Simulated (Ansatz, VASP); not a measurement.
Two plane-wave programs on BaZrO3

```
CELL_PARAMETERS angstrom
4.22681 0.00000 0.00000
0.00000 4.22681 0.00000
0.00000 0.00000 4.22681
ATOMIC_POSITIONS crystal
Ba 0.00000 0.00000 0.00000
Zr 0.50000 0.50000 0.50000
O 0.50000 0.00000 0.50000
O 0.50000 0.50000 0.00000
O 0.00000 0.50000 0.50000
```

Alike in both runs: functional PBE; k mesh 6 × 6 × 6; occupations gaussian, width 0.02 eV; no spin polarisation.

Ansatz relaxed the structure, and its values are those at the end. VASP's run is a single point on that final structure, the one shown.

```csv
,VASP,Ansatz
version,VASP 6.6.1,Ansatz 0.2.0
potentials or method,"VASP PAW PBE potentials, release 64 (Ba_sv, Zr_sv, O_h), cutoff 910 eV","scalar-relativistic, plane waves, PAW"
valence electrons in the cell,40,40
```

|  | VASP | Ansatz | Ansatz less VASP |
| --- | --- | --- | --- |
| gap on the k mesh at the Fermi level (eV) | 3.14 | 3.18 | +0.042 |
| least direct gap on the mesh (eV) | 3.39 | 3.40 | +0.018 |

Neither program's run includes spin-orbit coupling. Noted on VASP's run: the cutoff is short for stress, so the pressure is rough.
